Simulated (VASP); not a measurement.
# KSi16 (a cell with a defect) in VASP: a series of runs

Runs on KSi16 (a cell with a defect). Level: r2SCAN. Tasks: single point.

Everything below comes from runs of VASP 6.6.1. Logs are shortened: lines on timing, memory, paths and dates and some standing lists are left out, and cuts for length are marked.

### 1 The cell of the first run

The cell holds a defect, 17 atoms: a = 7.699 Å, b = 7.699 Å, c = 7.699 Å, α = 60.00°, β = 60.00°, γ = 60.00°.

### 2 Single point, r2SCAN (with an interstitial atom, then relaxed in part)

POSCAR reads:

```
KSi16
1.0
    0.0000000000      5.4437023800     -5.4437023800
    5.4437023800      5.4437023800      0.0000000000
    5.4437023800      0.0000000000     -5.4437023800
Si K
16 1
Direct
    0.1308114184      0.1323001642      0.1326729229
    0.1307938652      0.6053134389      0.1326631554
    0.6037778493      0.1323037457      0.1326784311
    0.6244314740      0.6259057053      0.1248036466
    0.1307870113      0.1322735373      0.6057162335
    0.1230105128      0.6258881628      0.6262564797
    0.6244258028      0.1244573599      0.6262627334
    0.6244135804      0.6258933243      0.6262622267
    0.2561415555      0.7434865004      0.2579628696
    0.2490203939      0.2505601891      0.2509645879
    0.7419740920      0.7434942901      0.2579642677
    0.7419882734      0.2576170535      0.2579726067
    0.2561151359      0.7434748360      0.7438608639
    0.2561332359      0.2575932347      0.7438634868
    0.7490867430      0.7505303681      0.7508794403
    0.7419744255      0.2575937612      0.7438724017
   -0.0009720920      0.0005536911      0.0009480475
```

INCAR.step1 reads:

```
  ALGO = Normal
  EDIFF = 1E-5
  ENCUT = 440
  GGA = PE
  GGA_COMPAT = F
  ISMEAR = 0
  LASPH = T
  LCHARG = F
  LREAL = F
  LWAVE = T
  NBANDS = 50
  NELECT = 72.0
  NELM = 120
  PREC = Accurate
  SIGMA = 0.02
```

INCAR.step2 reads:

```
  ALGO = Normal
  EDIFF = 1E-6
  ENCUT = 440
  GGA_COMPAT = F
  ISIF = 2
  ISMEAR = 0
  ISTART = 1
  LASPH = T
  LCHARG = F
  LMIXTAU = T
  LREAL = F
  LWAVE = F
  METAGGA = R2SCAN
  NBANDS = 50
  NELECT = 72.0
  NELM = 120
  PREC = Accurate
  SIGMA = 0.02
```

KPOINTS reads:

```
k-points
0
Gamma
  2 2 2
```

Potentials or basis: VASP PAW PBE potentials, release 64 (Si, K_sv).

Run with:

```bash
> cat potpaw_PBE.64/Si/POTCAR potpaw_PBE.64/K_sv/POTCAR > POTCAR
> cp INCAR.step1 INCAR
> mpirun -np 1 vasp_std > vasp.out
> cp INCAR.step2 INCAR
> mpirun -np 1 vasp_std > vasp.out
```

OUTCAR:

```text
EDIFF = 1E-6
   ENCUT = 440
   ISIF = 2
   ISMEAR = 0
   ISTART = 1
   LASPH = T
   LREAL = F
   METAGGA = R2SCAN
   NELECT = 72.0
   NELM = 120
   PREC = Accurate

 ion  position               nearest neighbor table
   1  0.131  0.132  0.133-  10 2.23  14 2.44   9 2.44  12 2.44  17 2.48
   2  0.131  0.605  0.133-  10 2.23  13 2.44  11 2.44   9 2.44  17 2.48
   3  0.604  0.132  0.133-  10 2.23  16 2.44  11 2.44  12 2.44  17 2.48
   4  0.624  0.626  0.125-  12 2.32   9 2.32  11 2.32  15 2.35
   5  0.131  0.132  0.606-  10 2.23  13 2.44  16 2.44  14 2.44  17 2.48
   6  0.123  0.626  0.626-   9 2.32  14 2.32  13 2.32  15 2.35
   7  0.624  0.124  0.626-  12 2.32  14 2.32  16 2.32  15 2.35
   8  0.624  0.626  0.626-  13 2.32  11 2.32  16 2.32  15 2.35
   9  0.256  0.743  0.258-   4 2.32   6 2.32   1 2.44   2 2.44  17 2.80
  10  0.249  0.251  0.251-   5 2.23   2 2.23   3 2.23   1 2.23
  11  0.742  0.743  0.258-   4 2.32   8 2.32   3 2.44   2 2.44  17 2.80
  12  0.742  0.258  0.258-   4 2.32   7 2.32   3 2.44   1 2.44  17 2.80
  13  0.256  0.743  0.744-   6 2.32   8 2.32   5 2.44   2 2.44  17 2.80
  14  0.256  0.258  0.744-   7 2.32   6 2.32   1 2.44   5 2.44  17 2.80
  15  0.749  0.751  0.751-   6 2.35   4 2.35   7 2.35   8 2.35
  16  0.742  0.258  0.744-   7 2.32   8 2.32   3 2.44   5 2.44  17 2.80
  17  0.999  0.001  0.001-   5 2.48   2 2.48   3 2.48   1 2.48  12 2.80  11 2.80   9 2.80  16 2.80
                            14 2.80  13 2.80

  LATTYP: Found a face centered cubic cell.
 ALAT       =    10.8874047600

  Lattice vectors:

 A1 = (   0.0000000000,   5.4437023800,  -5.4437023800)
 A2 = (   5.4437023800,   5.4437023800,   0.0000000000)
 A3 = (   5.4437023800,   0.0000000000,  -5.4437023800)

Analysis of symmetry for initial positions (statically):
=====================================================================
 Subroutine PRICEL returns:
 Original cell was already a primitive cell.

 Routine SETGRP: Setting up the symmetry group for a
 face centered cubic supercell.

 Subroutine GETGRP returns: Found  1 space group operations
 (whereof  1 operations were pure point group operations)
 out of a pool of 48 trial point group operations.

The static configuration has the point symmetry C_1 .

Analysis of symmetry for dynamics (positions and initial velocities):
=====================================================================
 Subroutine PRICEL returns:
 Original cell was already a primitive cell.

 Routine SETGRP: Setting up the symmetry group for a
 face centered cubic supercell.

 Subroutine GETGRP returns: Found  1 space group operations
[... 123 lines left out ...]
   ISYM   =      2    0-nonsym 1-usesym 2-fastsym
   POTIM  = 0.5000    time-step for ionic-motion
   TEBEG  =    0.0;   TEEND  =   0.0 temperature during run
   PSTRESS=    0.0 pullay stress
   NELECT =      72.0000    total number of electrons
   NUPDOWN=      -1.0000    fix difference up-down
   EMIN   =  10.00;   EMAX   =-10.00  energy-range for DOS
   EFERMI =   0.00;   METHOD = LEGACY
   ISMEAR =     0;   SIGMA  =   0.02  broadening in eV -4-tet -1-fermi 0-gaus
   EFERMI_NEDOS =   21; number of points for ismear=-14 and -15
   IALGO  =     38    algorithm
   IMIX   =      4    mixing-type and parameters
     AMIX     =   0.40;   BMIX     =  1.00
     AMIX_MAG =   1.60;   BMIX_MAG =  1.00
  volume/ion in A,a.u.               =      18.98       128.07
  Fermi-wavevector in a.u.,A,eV,Ry     =   0.992997  1.876492 13.415931  0.986043
  Thomas-Fermi vector in A             =   2.124848
   LORBIT       =      0    0 simple, 1 ext, 2 COOP (PROOUT), +10 PAW based schemes
   METAGGA = R2SCAN    functional components
   LHFCALC =     F    Hartree Fock is set to
   AEXX    =    0.0000 exact exchange contribution
   IVDW    =     0    specifies the selected vdW correction
   LEPSILON=     F    determine dielectric tensor
   LRPA    =     F    only Hartree local field effects (RPA)
 non-spin polarized calculation
 Gauss-broadening in eV      SIGMA  =   0.02
  energy-cutoff  :      440.00
  volume of cell :      322.64
 maximum number of plane-waves:      6782
 NGX is ok and might be reduce to    54
   NGX = 27   NGY = 27   NGZ = 27

 number of electron      72.0000000 magnetization

 Free energy of the ion-electron system (eV)
  ---------------------------------------------------
  ext. energy  EPLUGINS =         0.00000000
  ---------------------------------------------------
  free energy    TOTEN  =      -146.63022376 eV

  energy without entropy =     -146.63022376  energy(sigma->0) =     -146.63022376

 E-fermi :   6.1470     XC(G=0): -10.0336

 val. band max:        5.9458529784   @ k =   0.0000   0.0000   0.0000
 cond. band min:       6.5950012022   @ k =   0.0000   0.0000   0.0000
 fundamental gap:      0.6491482238
 Fermi energy:         6.1469928976

 k-point     1 :       0.0000    0.0000    0.0000
  band No.  band energies     occupation
      1     -25.4211      2.00000
      2      -8.9611      2.00000
      3      -8.9611      2.00000
      4      -8.9610      2.00000
      5      -6.4023      2.00000
      6      -4.3160      2.00000
[... 397 lines left out ...]
     47      10.4886      0.00000
     48      10.5059      0.00000
 [bands above 48 left out]

------------------------ aborting loop because EDIFF is reached ----------------------------------------

  FORCE on cell =-STRESS in cart. coord.  units (eV):
  Direction    XX          YY          ZZ          XY          YZ          ZX
  --------------------------------------------------------------------------------------
  -------------------------------------------------------------------------------------
  Total        8.4571092      8.4567188      8.4567355     -0.0011890      0.0037035     -0.0003390
  in kB       41.9971099     41.9951712     41.9952543     -0.0059045      0.0183911     -0.0016832
  external PRESSURE =      41.9958451 kB  Pullay stress =       0.0000000 kB

 VOLUME and BASIS-vectors are now :
 -----------------------------------------------------------------------------
  energy-cutoff  :      440.00
  volume of cell :      322.64
      direct lattice vectors                 reciprocal lattice vectors
     0.000000000  5.443702380 -5.443702380    -0.091849254  0.091849254 -0.091849254
     5.443702380  5.443702380  0.000000000     0.091849254  0.091849254  0.091849254
     5.443702380  0.000000000 -5.443702380     0.091849254 -0.091849254 -0.091849254

 POSITION                                       TOTAL-FORCE (eV/Angst)
 -----------------------------------------------------------------------------------
      1.44243      1.43230     -1.43433         0.034025      0.033717     -0.033830
      4.01732      4.00715     -1.43418        -0.033785     -0.034348     -0.034416
      1.44248      4.00701     -4.00905         0.034020     -0.033836      0.033772
      4.08664      6.80646     -4.07861         0.002757     -0.002383     -0.002507
      4.01740      1.43202     -4.00930        -0.034328      0.034883      0.034830
      6.81630      4.07678     -4.07879        -0.002252      0.002366     -0.002416
[... 9 lines left out ...]
      5.45168      5.44135     -8.08851        -0.000043      0.000529      0.024620
      0.00818      5.44142     -5.44357        -0.000100      0.000362     -0.000425
 -----------------------------------------------------------------------------------
    total drift:                               -0.000211      0.000059      0.000122

  FREE ENERGIE OF THE ION-ELECTRON SYSTEM (eV)
  ---------------------------------------------------
  free  energy   TOTEN  =      -146.6302237599 eV

  energy  without entropy=     -146.6302237599  energy(sigma->0) =     -146.63022376
```

OUTCAR.step1:

```text
EDIFF = 1E-5
   ENCUT = 440
   GGA = PE
   ISMEAR = 0
[... 664 lines left out ...]
      4.01740      1.43202     -4.00930         0.004280     -0.003781     -0.003832
      6.81630      4.07678     -4.07879         0.009916     -0.009863      0.009841
[... 9 lines left out ...]
      5.45168      5.44135     -8.08851        -0.000037      0.000496     -0.001551
      0.00818      5.44142     -5.44357         0.000072      0.000301     -0.000425
 -----------------------------------------------------------------------------------
    total drift:                               -0.000068      0.000025      0.000033

  FREE ENERGIE OF THE ION-ELECTRON SYSTEM (eV)
  ---------------------------------------------------
  free  energy   TOTEN  =       -88.0104276383 eV

  energy  without entropy=      -88.0104276383  energy(sigma->0) =      -88.01042764
```

Run time: 6.1 min. Hardware: 1 thread of Intel Xeon 6975P-C (Granite Rapids), shared host; peak memory 0.46 GiB.

What came out:

```
Free energy   : -146.6302 eV
Largest force : 0.060 eV/Å
```

Forces on the atoms (eV/Å):
```
Si   0.034  0.034 -0.034
Si  -0.034 -0.034 -0.034
Si   0.034 -0.034  0.034
Si   0.003 -0.002 -0.003
Si  -0.034  0.035  0.035
Si  -0.002  0.002 -0.002
Si   0.003  0.002  0.002
Si  -0.002 -0.002  0.002
Si   0.000  0.000 -0.024
Si  -0.001  0.000  0.000
Si   0.000 -0.025 -0.001
Si   0.025  0.000  0.000
Si  -0.024  0.000  0.000
Si   0.000  0.024  0.000
Si   0.000  0.000  0.000
Si   0.000  0.001  0.025
K    0.000  0.000  0.000
```

Caveat: the k points lie up to 0.50 Å⁻¹ apart; the cell carries a net charge on a neutralising background, which shifts energy and pressure; the cell differs from its parent crystal (with an interstitial atom, then relaxed in part); the cell is charged against a uniform background, so pressure and absolute levels hang on convention; the PAW data sets were made with another functional, which shifts forces and pressure a little.

### 3 Single point, r2SCAN

POSCAR reads:

```
KSi16
1.0
    0.0000000000      5.4437023800     -5.4437023800
    5.4437023800      5.4437023800      0.0000000000
    5.4437023800      0.0000000000     -5.4437023800
Si K
16 1
Direct
    0.1313917349      0.1314093700      0.1314135950
    0.1313741917      0.6044226466      0.1314037672
    0.6043580766      0.1314130439      0.1314191060
    0.6250117590      0.6250150656      0.1235442265
    0.1313673030      0.1313827337      0.6044569064
    0.1235908860      0.6249974305      0.6249970631
    0.6250061562      0.1235665459      0.6250034007
    0.6249938484      0.6250026659      0.6250028496
    0.2567218783      0.7425957956      0.2567035085
    0.2496007138      0.2496694171      0.2497052383
    0.7425543716      0.7426036028      0.2567048862
    0.7425686082      0.2567262871      0.2567132445
    0.2566954257      0.7425840389      0.7426014903
    0.2567135200      0.2567024981      0.7426041539
    0.7496669941      0.7496396230      0.7496201510
    0.7425547390      0.2567030492      0.7426129714
   -0.0003918289     -0.0003370868     -0.0003111853
```

INCAR.step1 reads:

```
PREC = Accurate
ENCUT = 440
ISMEAR = 0
SIGMA = 0.02
LREAL = F
LASPH = T
NELM = 120
NBANDS = 50
NELECT = 72.0
GGA = PE
ALGO = Normal
EDIFF = 1E-5
LWAVE = T
LCHARG = F
GGA_COMPAT = F
```

INCAR.step2 reads:

```
PREC = Accurate
ENCUT = 440
EDIFF = 1E-6
ISMEAR = 0
SIGMA = 0.02
LREAL = F
LASPH = T
NELM = 120
ALGO = Normal
ISIF = 2
LWAVE = F
LCHARG = F
METAGGA = R2SCAN
LMIXTAU = T
NBANDS = 50
NELECT = 72.0
ISTART = 1
GGA_COMPAT = F
```

KPOINTS reads:

```
Automatic mesh
0
Gamma
  2 2 2
```

Potentials or basis: VASP PAW PBE potentials, release 64 (Si, K_sv).

Run with:

```bash
> cat potpaw_PBE.64/Si/POTCAR potpaw_PBE.64/K_sv/POTCAR > POTCAR
> cp INCAR.step1 INCAR
> mpirun -np 1 vasp_std > vasp.out
> cp INCAR.step2 INCAR
> mpirun -np 1 vasp_std > vasp.out
```

Wall time 5.9 min (1 thread of Intel Xeon 6975P-C (Granite Rapids), shared host); peak memory 0.46 GiB.

Results (log left out):

```yaml
Free_energy: -146.6302 eV
Largest_force: 0.060 eV/Å
```

Forces on the atoms (eV/Å):
```
Si   0.034  0.034 -0.034
Si  -0.034 -0.034 -0.034
Si   0.034 -0.034  0.034
Si   0.003 -0.002 -0.003
Si  -0.034  0.035  0.035
Si  -0.002  0.002 -0.002
Si   0.003  0.002  0.002
Si  -0.002 -0.002  0.002
Si   0.000  0.000 -0.024
Si  -0.001  0.000  0.000
Si   0.000 -0.025 -0.001
Si   0.025  0.000  0.000
Si  -0.024  0.000  0.000
Si   0.000  0.024  0.000
Si   0.000  0.000  0.000
Si   0.000  0.001  0.025
K    0.000  0.000 -0.001
```

Levels at points of the mesh, in eV from the Fermi level:
| k point | band 34 | band 35 | band 36 | band 37 | band 38 | band 39 |
| --- | --- | --- | --- | --- | --- | --- |
| (0.00, 0.00, 0.00) | -0.20 | -0.20 | -0.20 | 0.45 | 0.45 | 0.45 |
| (0.50, 0.00, 0.00) | -1.16 | -0.82 | -0.82 | 1.25 | 1.25 | 1.61 |
| (0.00, 0.50, 0.00) | -1.16 | -0.82 | -0.82 | 1.24 | 1.24 | 1.61 |
| (0.00, 0.00, 0.50) | -1.16 | -0.82 | -0.82 | 1.24 | 1.24 | 1.61 |
| (0.50, 0.50, 0.50) | -1.16 | -0.82 | -0.82 | 1.25 | 1.25 | 1.61 |
| (0.50, 0.50, 0.00) | -1.49 | -1.36 | -1.36 | 0.90 | 1.23 | 2.38 |
| (0.00, 0.50, 0.50) | -1.49 | -1.37 | -1.36 | 0.90 | 1.23 | 2.38 |
| (0.50, 0.00, 0.50) | -1.49 | -1.36 | -1.36 | 0.90 | 1.23 | 2.38 |

Caveat: the k points lie up to 0.50 Å⁻¹ apart; the cell carries a net charge on a neutralising background, which shifts energy and pressure; the cell is charged against a uniform background, so pressure and absolute levels hang on convention; the PAW data sets were made with another functional, which shifts forces and pressure a little.

### 4 Single point, r2SCAN

POSCAR reads:

```
KSi16
1.0
    0.0000000000      5.4437023800     -5.4437023800
    5.4437023800      5.4437023800      0.0000000000
    5.4437023800      0.0000000000     -5.4437023800
Si K
16 1
Direct
    0.1253604537      0.1253799257      0.1253328989
    0.1323963820      0.6182950986      0.1324456132
    0.6182969356      0.1323870134      0.1324452458
    0.6182736978      0.6182867404      0.1324313766
    0.1324159459      0.1323984946      0.6183045591
    0.1324041892      0.6182964764      0.6182781065
    0.6182974867      0.1323958309      0.6182864648
    0.6253305678      0.6252947466      0.6253992710
    0.2499850111      0.7514556665      0.2499883177
    0.2499973189      0.2499971352      0.2500061364
    0.7435870328      0.7435809707      0.2706418164
    0.7514333471      0.2499966760      0.2499939205
    0.2705773382      0.7435962177      0.7436257931
    0.2500026462      0.2500028299      0.7514091907
    0.7435906149      0.7435863898      0.7436082499
    0.7436172512      0.2705430784      0.7436326818
   -0.1246629504     -0.1246886682     -0.1246082083
```

INCAR.step1 reads:

```
PREC = Accurate ; ENCUT = 440
ISMEAR = 0 ; SIGMA = 0.02
LREAL = False ; LASPH = True
NELM = 120 ; NELECT = 72.0
NBANDS = 50 ; GGA = PE
ALGO = Normal ; EDIFF = 1E-5
LWAVE = True ; LCHARG = False
GGA_COMPAT = False
```

INCAR.step2 reads:

```
PREC = Accurate ; ENCUT = 440
EDIFF = 1E-6 ; ISMEAR = 0
SIGMA = 0.02 ; LREAL = False
LASPH = True ; NELM = 120
ALGO = Normal ; ISIF = 2
LWAVE = False ; LCHARG = False
METAGGA = R2SCAN ; LMIXTAU = True
NELECT = 72.0 ; NBANDS = 50
ISTART = 1 ; GGA_COMPAT = False
```

KPOINTS reads:

```
regular mesh
0
Gamma
  2 2 2
```

Run with:

```bash
> cat potpaw_PBE.64/Si/POTCAR potpaw_PBE.64/K_sv/POTCAR > POTCAR
> cp INCAR.step1 INCAR
> mpirun -np 1 vasp_std > vasp.out
> cp INCAR.step2 INCAR
> mpirun -np 1 vasp_std > vasp.out
```

Run time: 5.8 min. Hardware: 1 thread of Intel Xeon 6975P-C (Granite Rapids), shared host; peak memory 0.44 GiB.

Results (log left out):

```
Free energy   : -146.6302 eV
Largest force : 0.060 eV/Å
```

Forces in eV/Å, atoms in the order of the input:
```
Si   0.000  0.000  0.000
Si  -0.001  0.000 -0.025
Si   0.025  0.000  0.001
Si   0.000 -0.025  0.000
Si   0.000  0.024  0.000
Si  -0.024  0.000  0.000
Si   0.000  0.000  0.024
Si   0.000  0.001  0.000
Si  -0.003 -0.003 -0.002
Si   0.002  0.002 -0.002
Si   0.034 -0.034 -0.034
Si   0.002 -0.003  0.002
Si  -0.035  0.034 -0.034
Si  -0.002  0.002  0.002
Si  -0.034 -0.034  0.034
Si   0.035  0.034  0.035
K    0.000  0.000  0.000
```

Levels at points of the mesh, in eV from the Fermi level:
| k point | band 32 | band 33 | band 34 | band 35 | band 36 | band 37 | band 38 | band 39 | band 40 | band 41 |
| --- | --- | --- | --- | --- | --- | --- | --- | --- | --- | --- |
| (0.00, 0.00, 0.00) | -1.31 | -1.31 | -0.20 | -0.20 | -0.20 | 0.45 | 0.45 | 0.45 | 0.61 | 0.61 |
| (0.50, 0.00, 0.00) | -2.07 | -1.16 | -1.16 | -0.82 | -0.82 | 1.25 | 1.25 | 1.61 | 1.61 | 1.65 |
| (0.00, 0.50, 0.00) | -2.07 | -1.16 | -1.16 | -0.82 | -0.82 | 1.24 | 1.25 | 1.61 | 1.61 | 1.65 |
| (0.00, 0.00, 0.50) | -2.07 | -1.16 | -1.16 | -0.82 | -0.82 | 1.25 | 1.25 | 1.61 | 1.61 | 1.65 |
| (0.50, 0.50, 0.50) | -2.07 | -1.16 | -1.16 | -0.82 | -0.82 | 1.25 | 1.25 | 1.61 | 1.61 | 1.65 |
| (0.50, 0.50, 0.00) | -1.87 | -1.76 | -1.49 | -1.36 | -1.36 | 0.90 | 1.23 | 2.38 | 2.43 | 2.74 |
| (0.00, 0.50, 0.50) | -1.87 | -1.76 | -1.49 | -1.36 | -1.36 | 0.90 | 1.23 | 2.38 | 2.43 | 2.74 |
| (0.50, 0.00, 0.50) | -1.87 | -1.76 | -1.49 | -1.36 | -1.36 | 0.90 | 1.23 | 2.38 | 2.43 | 2.74 |

Caveat: the k points lie up to 0.50 Å⁻¹ apart; the cell carries a net charge on a neutralising background, which shifts energy and pressure; the cell is charged against a uniform background, so pressure and absolute levels hang on convention; the PAW data sets were made with another functional, which shifts forces and pressure a little.
